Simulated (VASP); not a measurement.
# W (I4/mmm) in VASP: a series of runs, part 2 of 2

VASP 6.6.1.

### 3 Single point, LDA (15.93 Å³/atom)

This run uses another cell than the first one, of 15.93 Å³/atom.

INCAR

```
SYSTEM = W
ALGO = Fast
EDIFF = 1E-6
ENCUT = 520
GGA = CA
ISIF = 2
ISMEAR = 0
LASPH = .True.
LCHARG = .False.
LREAL = .False.
LWAVE = .False.
NBANDS = 13
NELM = 60
PREC = Accurate
SIGMA = 0.15
```

KPOINTS

```
k-points
0
Gamma
  22 22 22
  0 0 0
```

POSCAR

```
W
1.0
    0.0000000000      1.9630779584      2.0667284746
    1.9630779584      0.0000000000      2.0667284746
    1.9630779584      1.9630779584      0.0000000000
W
1
Direct
    0.0000000000      0.0000000000      0.0000000000
```

Potentials or basis: VASP PAW LDA potentials, release 64 (W_sv).

Launch:

```bash
cat potpaw_LDA.64/W_sv/POTCAR > POTCAR
mpirun -np 1 vasp_std > vasp.out
```

OUTCAR:

```text
SYSTEM = W
   EDIFF = 1E-6
   ENCUT = 520
   GGA = CA
   ISIF = 2
   ISMEAR = 0
   LASPH = .True.
   LREAL = .False.
   NELM = 60
   PREC = Accurate

 ion  position               nearest neighbor table
   1  0.000  0.000  0.000-

  LATTYP: Found a body centered tetragonal cell.
 ALAT       =     2.7762114728
 C/A-ratio  =     1.4888840385

  Lattice vectors:

 A1 = (  -1.9630779584,   0.0000000000,   2.0667284746)
 A2 = (   1.9630779584,   0.0000000000,   2.0667284746)
 A3 = (   0.0000000000,   1.9630779584,  -2.0667284746)

Analysis of symmetry for initial positions (statically):
=====================================================================
 Subroutine PRICEL returns:
 Original cell was already a primitive cell.

 Routine SETGRP: Setting up the symmetry group for a
 body centered tetragonal supercell.

 Subroutine GETGRP returns: Found 16 space group operations
 (whereof 16 operations were pure point group operations)
 out of a pool of 16 trial point group operations.

The static configuration has the point symmetry D_4h.

Analysis of symmetry for dynamics (positions and initial velocities):
=====================================================================
 Subroutine PRICEL returns:
 Original cell was already a primitive cell.

 Routine SETGRP: Setting up the symmetry group for a
 body centered tetragonal supercell.

 Subroutine GETGRP returns: Found 16 space group operations
 (whereof 16 operations were pure point group operations)
 out of a pool of 16 trial point group operations.

The dynamic configuration has the point symmetry D_4h.

 Subroutine INISYM returns: Found 16 space group operations
 (whereof 16 operations are pure point group operations),
 and found     1 'primitive' translations

----------------------------------------------------------------------------------------

                                     Primitive cell

  volume of cell :      15.9290

  direct lattice vectors                    reciprocal lattice vectors
     0.000000000  1.963077958  2.066728475    -0.254702060  0.254702060  0.241928249
[... 114 lines left out ...]
   LRPA    =     F    only Hartree local field effects (RPA)
 non-spin polarized calculation
 RMM-DIIS sequential band-by-band and
 Gauss-broadening in eV      SIGMA  =   0.15
  energy-cutoff  :      520.00
  volume of cell :       15.93
 maximum number of plane-waves:       444
 NGX is ok and might be reduce to    24
   NGX = 11   NGY = 11   NGZ = 11

 number of electron      13.9999999 magnetization

 Free energy of the ion-electron system (eV)
  ---------------------------------------------------
  ext. energy  EPLUGINS =         0.00000000
  ---------------------------------------------------
  free energy    TOTEN  =       -13.63957281 eV

  energy without entropy =      -13.62737265  energy(sigma->0) =      -13.63347273

 E-fermi :  10.8376     XC(G=0): -13.7913

 val. band max:       10.8374069502   @ k =  -0.0909   0.0455   0.1364
 cond. band min:      10.8415866216   @ k =  -0.1364  -0.0000   0.0909
 fundamental gap:      0.0041796714
 Fermi energy:        10.8375507026

 k-point     1 :       0.0000    0.0000    0.0000
  band No.  band energies     occupation
      1     -62.4064      2.00000
      2     -26.2770      2.00000
      3     -26.2217      2.00000
      4     -26.2217      2.00000
      5       1.7196      2.00000
      6       9.6932      2.00000
      7      10.4048      1.99995
      8      10.4048      1.99995
      9      12.7999      0.00000
     10      13.8919      0.00000
     11      23.7235      0.00000
     12      27.8911      0.00000
     13      29.5732      0.00000
[... 354 lines left out ...]
  band No.  band energies     occupation
      1     -62.2801      2.00000
      2     -27.5163      2.00000
      3     -26.4951      2.00000
      4     -26.3479      2.00000
      5       5.1200      2.00000
      6       9.4639      2.00000
      7      10.3675      1.99999
      8      11.4135      0.00000
      9      15.5964      0.00000
     10      16.4204      0.00000
     11      21.5317      0.00000
     12      23.6110      0.00000
     13      29.4983      0.00000

 [... further k-points ...]

------------------------ aborting loop because EDIFF is reached ----------------------------------------

  FORCE on cell =-STRESS in cart. coord.  units (eV):
  Direction    XX          YY          ZZ          XY          YZ          ZX
  --------------------------------------------------------------------------------------
  -------------------------------------------------------------------------------------
  Total       -0.6733612     -0.6733612      0.4160067      0.0000000      0.0000000     -0.0000000
  in kB      -67.7282945    -67.7282945     41.8429561      0.0000000      0.0000000     -0.0000000
  external PRESSURE =     -31.2045443 kB  Pullay stress =       0.0000000 kB

 VOLUME and BASIS-vectors are now :
 -----------------------------------------------------------------------------
  energy-cutoff  :      520.00
  volume of cell :       15.93
      direct lattice vectors                 reciprocal lattice vectors
     0.000000000  1.963077958  2.066728475    -0.254702060  0.254702060  0.241928249
     1.963077958  0.000000000  2.066728475     0.254702060 -0.254702060  0.241928249
     1.963077958  1.963077958  0.000000000     0.254702060  0.254702060 -0.241928249

 POSITION                                       TOTAL-FORCE (eV/Angst)
 -----------------------------------------------------------------------------------
      0.00000      0.00000      0.00000        -0.000000      0.000000      0.000000
 -----------------------------------------------------------------------------------
    total drift:                                0.000000      0.000000     -0.000000

  FREE ENERGIE OF THE ION-ELECTRON SYSTEM (eV)
  ---------------------------------------------------
  free  energy   TOTEN  =       -13.6395728148 eV

  energy  without entropy=      -13.6273726501  energy(sigma->0) =      -13.63347273
```

stdout:

```text
POSCAR found type information on POSCAR W
 POSCAR found :  1 types and       1 ions
 scaLAPACK will be used
 LDA part: xc-table for (Slater(with rela. corr.)+CA(PZ))
 , standard interpolation
 POSCAR, INCAR and KPOINTS ok, starting setup
 FFT: planning ... GRIDC
 FFT: planning ... GRID_SOFT
 FFT: planning ... GRID
 WAVECAR not read
 entering main loop
WARNING in EDDRMM: call to ZHEGV failed, returncode =   8  4     11
WARNING in EDDRMM: call to ZHEGV failed, returncode =   6  3     12
WARNING in EDDRMM: call to ZHEGV failed, returncode =   8  4     13
WARNING in EDDRMM: call to ZHEGV failed, returncode =   8  4     12
WARNING in EDDRMM: call to ZHEGV failed, returncode =   6  3     12
WARNING in EDDRMM: call to ZHEGV failed, returncode =   8  4     12
WARNING in EDDRMM: call to ZHEGV failed, returncode =   8  4     12
WARNING in EDDRMM: call to ZHEGV failed, returncode =   8  4     12
WARNING in EDDRMM: call to ZHEGV failed, returncode =   8  4     13
```

Wall time 1.8 min (1 thread of AMD EPYC 9R45 (Zen 5), shared host); peak memory 0.24 GiB.

Results:

| Quantity | Value |
| --- | --- |
| Free energy | -13.6396 eV |
| Pressure | -3.1 GPa |
| Band gap on the k mesh | zero (bands 7 and 8 overlap by 4.17 eV) |

Levels at points of the mesh, in eV from the Fermi level:
```tsv
k point	band 5	band 6	band 7	band 8	band 9	band 10
(0.00, 0.00, 0.00)	-9.12	-1.14	-0.43	-0.43	1.96	3.05
(0.50, 0.00, 0.00)	-5.80	-1.31	-0.54	0.83	4.92	5.35
(0.50, 0.50, 0.00)	-5.78	-4.68	2.62	5.17	5.88	5.88
(0.50, 0.00, 0.50)	-5.74	-4.80	3.65	4.99	5.48	6.39
```

Caveat: the cell stands under tension; spin-orbit coupling is left out, which moves the levels of the heavy elements.

### 4 Single point, LDA (15.18 Å³/atom)

This run uses another cell than the first one, of 15.18 Å³/atom.

INCAR

```
SYSTEM = W
PREC = Accurate
ENCUT = 520
EDIFF = 1E-6
ISMEAR = 0
SIGMA = 0.15
LREAL = .False.
LASPH = .True.
NELM = 100
ALGO = Fast
ISIF = 2
LWAVE = .False.
LCHARG = .True.
LELF = .True.
LVHAR = .True.
NBANDS = 13
```

KPOINTS

```
regular mesh
0
Gamma
  22 22 22
  0 0 0
```

POSCAR

```
W
1.0
    0.0000000000      1.9316442634      2.0336350805
    1.9316442634      0.0000000000      2.0336350805
    1.9316442634      1.9316442634      0.0000000000
W
1
Direct
    0.0000000000      0.0000000000      0.0000000000
```

Potentials or basis: VASP PAW LDA potentials, release 64 (W_sv).

Launch:

```bash
cat potpaw_LDA.64/W_sv/POTCAR > POTCAR
mpirun -np 1 vasp_std > vasp.out
```

OUTCAR:

```text
SYSTEM = W
   PREC = Accurate
   ENCUT = 520
   EDIFF = 1E-6
   ISMEAR = 0
   LREAL = .False.
   LASPH = .True.
   NELM = 100
   ISIF = 2

 ion  position               nearest neighbor table
   1  0.000  0.000  0.000-

  LATTYP: Found a body centered tetragonal cell.
 ALAT       =     2.7317575150
 C/A-ratio  =     1.4888840385

  Lattice vectors:

 A1 = (  -1.9316442634,   0.0000000000,   2.0336350805)
 A2 = (   1.9316442634,   0.0000000000,   2.0336350805)
 A3 = (   0.0000000000,   1.9316442634,  -2.0336350805)

Analysis of symmetry for initial positions (statically):
=====================================================================
 Subroutine PRICEL returns:
 Original cell was already a primitive cell.

 Routine SETGRP: Setting up the symmetry group for a
 body centered tetragonal supercell.

 Subroutine GETGRP returns: Found 16 space group operations
 (whereof 16 operations were pure point group operations)
 out of a pool of 16 trial point group operations.

The static configuration has the point symmetry D_4h.

Analysis of symmetry for dynamics (positions and initial velocities):
=====================================================================
 Subroutine PRICEL returns:
 Original cell was already a primitive cell.

 Routine SETGRP: Setting up the symmetry group for a
 body centered tetragonal supercell.

 Subroutine GETGRP returns: Found 16 space group operations
 (whereof 16 operations were pure point group operations)
 out of a pool of 16 trial point group operations.

The dynamic configuration has the point symmetry D_4h.

 Subroutine INISYM returns: Found 16 space group operations
 (whereof 16 operations are pure point group operations),
 and found     1 'primitive' translations

[... 116 lines left out ...]
   LORBIT       =      0    0 simple, 1 ext, 2 COOP (PROOUT), +10 PAW based schemes
   GGA     = CA    functional components
   LHFCALC =     F    Hartree Fock is set to
   AEXX    =    0.0000 exact exchange contribution
   IVDW    =     0    specifies the selected vdW correction
   LEPSILON=     F    determine dielectric tensor
   LRPA    =     F    only Hartree local field effects (RPA)
 non-spin polarized calculation
 RMM-DIIS sequential band-by-band and
 Gauss-broadening in eV      SIGMA  =   0.15
  energy-cutoff  :      520.00
  volume of cell :       15.18
 maximum number of plane-waves:       423
 NGX is ok and might be reduce to    24
   NGX = 11   NGY = 11   NGZ = 11

 number of electron      13.9999999 magnetization

 Free energy of the ion-electron system (eV)
  ---------------------------------------------------
  ext. energy  EPLUGINS =         0.00000000
  ---------------------------------------------------
  free energy    TOTEN  =       -13.61740741 eV

  energy without entropy =      -13.60569694  energy(sigma->0) =      -13.61155217

 E-fermi :  11.5394     XC(G=0): -14.0638

 val. band max:       11.5313871949   @ k =  -0.2727   0.0000   0.1364
 cond. band min:      11.5438468746   @ k =   0.2727   0.0455   0.0909
 fundamental gap:      0.0124596796
 Fermi energy:        11.5394245169

 k-point     1 :       0.0000    0.0000    0.0000
  band No.  band energies     occupation
      1     -61.6240      2.00000
      2     -25.4199      2.00000
      3     -25.3596      2.00000
      4     -25.3596      2.00000
      5       2.1791      2.00000
      6      10.3017      2.00000
      7      11.0517      2.00000
      8      11.0517      2.00000
      9      13.6234      0.00000
     10      14.7945      0.00000
     11      24.4744      0.00000
     12      28.8200      0.00000
     13      30.6105      0.00000
[... 354 lines left out ...]
  band No.  band energies     occupation
      1     -61.4672      2.00000
      2     -26.8769      2.00000
      3     -25.6749      2.00000
      4     -25.5063      2.00000
      5       5.5544      2.00000
      6      10.0470      2.00000
      7      11.0048      2.00000
      8      12.2782      0.00000
      9      16.6221      0.00000
     10      17.5069      0.00000
     11      22.9410      0.00000
     12      24.4680      0.00000
     13      30.7712      0.00000

 [... further k-points ...]

------------------------ aborting loop because EDIFF is reached ----------------------------------------

  FORCE on cell =-STRESS in cart. coord.  units (eV):
  Direction    XX          YY          ZZ          XY          YZ          ZX
  --------------------------------------------------------------------------------------
  -------------------------------------------------------------------------------------
  Total        0.8802914      0.8802914      1.9423728      0.0000000     -0.0000000      0.0000000
  in kB       92.9350904     92.9350904    205.0623080      0.0000000     -0.0000000      0.0000000
  external PRESSURE =     130.3108296 kB  Pullay stress =       0.0000000 kB

 VOLUME and BASIS-vectors are now :
 -----------------------------------------------------------------------------
  energy-cutoff  :      520.00
  volume of cell :       15.18
      direct lattice vectors                 reciprocal lattice vectors
     0.000000000  1.931644263  2.033635080    -0.258846833  0.258846833  0.245865153
     1.931644263  0.000000000  2.033635080     0.258846833 -0.258846833  0.245865153
     1.931644263  1.931644263  0.000000000     0.258846833  0.258846833 -0.245865153

 POSITION                                       TOTAL-FORCE (eV/Angst)
 -----------------------------------------------------------------------------------
      0.00000      0.00000      0.00000         0.000000     -0.000000      0.000000
 -----------------------------------------------------------------------------------
    total drift:                               -0.000000     -0.000000     -0.000000

  FREE ENERGIE OF THE ION-ELECTRON SYSTEM (eV)
  ---------------------------------------------------
  free  energy   TOTEN  =       -13.6174074070 eV

  energy  without entropy=      -13.6056969404  energy(sigma->0) =      -13.61155217
```

Wall time 2.7 min (1 thread of AMD EPYC 7R43 (Zen 3), shared host); peak memory 0.22 GiB.

What came out:

- Free energy: -13.6174 eV
- Pressure: 13.0 GPa
- Band gap on the k mesh: zero (bands 7 and 8 overlap by 4.54 eV)

Levels at points of the mesh, in eV from the Fermi level:
```tsv
k point	band 5	band 6	band 7	band 8	band 9	band 10
(0.00, 0.00, 0.00)	-9.36	-1.24	-0.49	-0.49	2.08	3.26
(0.50, 0.00, 0.00)	-6.08	-1.43	-0.61	1.01	5.26	5.73
(0.50, 0.50, 0.00)	-6.13	-5.00	2.91	5.54	6.29	6.29
(0.50, 0.00, 0.50)	-6.11	-5.13	3.98	5.34	5.86	6.84
```

Caveat: the cell stands under pressure; spin-orbit coupling is left out, which moves the levels of the heavy elements.

### 5 Overview

| cell | gap on the mesh (eV) | pressure (GPa) |
| --- | --- | --- |
| a = 2.835, b = 2.835, c = 2.762 Å, angles 60.9, 60.9, 58.3°, 1 atom | none | 1.8 |
| a = 2.850, b = 2.850, c = 2.776 Å, angles 60.9, 60.9, 58.3°, 1 atom | none | -3.1 |
| a = 2.805, b = 2.805, c = 2.732 Å, angles 60.9, 60.9, 58.3°, 1 atom | none | 13.0 |

Alike in all rows: task single point; level LDA; potentials or basis VASP PAW LDA potentials, release 64 (W_sv); no spin polarisation; k mesh 22 × 22 × 22; cutoff (eV) 520; smearing gaussian 0.15 eV.

Caveats: spin-orbit coupling is left out, which moves the levels of the heavy elements; the cell stands under tension (at least some runs); the cell stands under pressure (at least some runs).

Total energies depend on the potentials used, so only differences within one code and one set of settings carry meaning.
